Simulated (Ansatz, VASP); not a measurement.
## Two plane-wave programs on TiSi2

INCAR

```
ALGO = Normal
EDIFF = 1E-6
ENCUT = 520
GGA = PE
ISIF = 2
ISMEAR = -1
LASPH = True
LCHARG = False
LREAL = False
LWAVE = False
NBANDS = 29
NELM = 100
PREC = Accurate
SIGMA = 0.05
```

KPOINTS

```
k-points
0
Gamma
  6 6 6
```

File POSCAR:

```
TiSi2
1.0
    1.8357092260     -7.0296527964      0.0000000000
    1.8357092260      7.0296527964      0.0000000000
    0.0000000000      0.0000000000      3.5651739700
Ti Si
2 4
Direct
    0.1031180800      0.8968819200      0.2500000000
    0.8968819200      0.1031180800      0.7500000000
    0.7503148200      0.2496851800      0.2500000000
    0.2496851800      0.7503148200      0.7500000000
    0.4417485500      0.5582514500      0.2500000000
    0.5582514500      0.4417485500      0.7500000000
```

input.yaml

```yaml
crystal:
  lattice:
    - [1.835709226, -7.0296527964, 0.0]
    - [1.835709226, 7.0296527964, 0.0]
    - [0.0, 0.0, 3.56517397]
  atoms:
    - { symbol: Ti, position: [0.10311808, 0.89688192, 0.25] }
    - { symbol: Ti, position: [0.89688192, 0.10311808, 0.75] }
    - { symbol: Si, position: [0.75031482, 0.24968518, 0.25] }
    - { symbol: Si, position: [0.24968518, 0.75031482, 0.75] }
    - { symbol: Si, position: [0.44174855, 0.55825145, 0.25] }
    - { symbol: Si, position: [0.55825145, 0.44174855, 0.75] }
hamiltonian:
  xc: pbe
  pseudopotentials: { kind: paw }
kpoints:
  mp_grid: { grid: [6, 6, 6] }
  band_path:
    path:
      - [[0.0, 0.0, 0.0], [0.2670482592, 0.2670482592, 0.0], [0.0, 0.5, 0.0], [0.0, 0.5, 0.5], [0.2670482592, 0.2670482592, 0.5], [0.0, 0.0, 0.5], [0.0, 0.0, 0.0], [-0.5, 0.5, 0.0], [-0.2670482592, 0.7329517408, 0.0], [-0.2670482592, 0.7329517408, 0.5], [-0.5, 0.5, 0.5], [-0.5, 0.5, 0.0]]
      - [[0.0, 0.0, 0.5], [-0.5, 0.5, 0.5]]
    npoints: 14
scf:
  occupations: { method: fermi_dirac, width: 0.05 }
  n_extra_bands: 15
output:
  forces: true
  stress: true
  eigenvalues: true
  fatbands: false
```

Alike in both runs: functional PBE; k mesh 6 × 6 × 6; occupations fermi-dirac, width 0.05 eV; no spin polarisation.

|  | VASP | Ansatz |
| --- | --- | --- |
| version | VASP 6.6.1 | Ansatz 0.2.0 |
| potentials or method | VASP PAW PBE potentials, release 64 (Ti_sv, Si) | Ansatz PAW |
| plane-wave cutoff (eV) | 520 | 420 |
| valence electrons in the cell | 40 | 40 |
| task | single point | band structure |

|  | VASP | Ansatz | Ansatz less VASP |
| --- | --- | --- | --- |
| gap on the k mesh at the Fermi level (eV) | none | none | - |
| pressure (GPa) | -7.1 | -7.1 | +0.02 |
| traceless stress, the component that is largest in VASP (GPa) | 3.28 | 3.28 | +0.004 |
| rms of the force components (eV/Å) | 0.086 | 0.086 | -0.0002 |

Atom by atom the forces differ by 0.003 eV/Å (rms over components). A gap of «none» marks a metal or a gap that the smearing closes. With one functional, cell and mesh, what is left measures potentials, basis and numerics.
